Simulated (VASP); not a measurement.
Input of a VASP 6.6.1 run:

INCAR

```
PREC     = Accurate       # precision mode
ENCUT    = 500            # plane-wave cutoff, eV
EDIFF    = 1E-6           # SCF threshold, eV
ISMEAR   = 0              # smearing method
SIGMA    = 0.05           # smearing width, eV
LREAL    = False          # projectors in reciprocal space
LASPH    = True           # aspherical terms in the spheres
NELM     = 120            # most SCF steps
ALGO     = Normal         # electronic algorithm
ISIF     = 2              # what is computed and relaxed
LWAVE    = False          # write WAVECAR
LCHARG   = True           # write CHGCAR
GGA      = PE             # functional
LELF     = True           # ELF
LVHAR    = True         
NBANDS   = 16             # bands
GGA_COMPAT= False
```

The input KPOINTS:

```
regular mesh
0
Gamma
  10 10 10
```

The input POSCAR:

```
InSb
1.0
    0.0000000000      3.2391000000      3.2391000000
    3.2391000000      0.0000000000      3.2391000000
    3.2391000000      3.2391000000      0.0000000000
In Sb
1 1
Direct
    0.0000000000      0.0000000000      0.0000000000
    0.7500000000      0.7500000000      0.7500000000
```

Potentials or basis: VASP PAW PBE potentials, release 64 (In_d, Sb).

Run with:

```console
$ cat potpaw_PBE.64/In_d/POTCAR potpaw_PBE.64/Sb/POTCAR > POTCAR
$ mpirun -np 1 vasp_std > vasp.out
```

Problem. What does it give for the pressure?

Solution. 3.1 GPa.

Problem. What does it give for the band gap on the k mesh?

Solution. Zero (filled and empty bands touch).

Caveat: spin-orbit coupling is left out, which moves the levels of the heavy elements.
